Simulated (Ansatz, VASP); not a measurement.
**Two plane-wave programs on V**

```xyz
1
Lattice="0.0000 2.3089 2.3089 2.1166 0.1923 2.1166 2.3089 2.3089 0.0000" Properties=species:S:1:pos:R:3 pbc="T T T"
V     0.0000    0.0000    0.0000
```

Alike in both runs: functional PBE; k mesh 8 × 8 × 8; no spin polarisation; Hubbard terms V d U = 6.0 eV.

Ansatz relaxed the structure, and its values are those at the end. VASP's run is a single point on that final structure, the one shown.

|  | VASP | Ansatz |
| --- | --- | --- |
| version | VASP 6.6.1 | Ansatz 0.2.0 |
| potentials or method | VASP PAW PBE potentials, release 64 (V_sv), cutoff 500 eV | PAW plane waves |
| occupations | fermi-dirac, width 0.1 eV | fermi-dirac |
| valence electrons in the cell | 13 | 13 |

|  | VASP | Ansatz | Ansatz less VASP |
| --- | --- | --- | --- |
| gap on the k mesh at the Fermi level (eV) | none | none | - |
| pressure (GPa) | -16.3 | 0.0 | +16.36 |

The programs project onto different local orbitals, so the same U acts differently, and such runs can settle in different states. A gap of «none» marks a metal or a gap that the smearing closes. Ansatz's warnings: end state compared, filled band counts differ across k points, stability check not made.
